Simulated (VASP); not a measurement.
A run of VASP 6.6.1 is set up as follows.

The input INCAR:

```
PREC = Accurate
ENCUT = 520
EDIFF = 1E-7
ISMEAR = 0
SIGMA = 0.01
LREAL = F
LASPH = T
NELM = 60
ALGO = Normal
ISIF = 2
LWAVE = F
LCHARG = T
GGA = PE
LELF = T
LVHAR = T
NBANDS = 12
```

File KPOINTS:

```
regular mesh
0
Gamma
  6 6 6
```

File POSCAR:

```
LiF
1.0
    0.0000000000      1.9948715911      1.9948715911
    1.9948715911      0.0000000000      1.9948715911
    1.9948715911      1.9948715911      0.0000000000
Li F
1 1
Direct
    0.0000000000      0.0000000000      0.0000000000
    0.5000000000      0.5000000000      0.5000000000
```

Potentials or basis: VASP PAW PBE potentials, release 64 (Li_sv, F).

Command:

```console
$ cat potpaw_PBE.64/Li_sv/POTCAR potpaw_PBE.64/F/POTCAR > POTCAR
$ mpirun -np 1 vasp_std > vasp.out
```

Task: Predict the band gap on the k mesh.

Result: 9.35 eV, direct.

Caveat: the k points lie up to 0.45 Å⁻¹ apart.
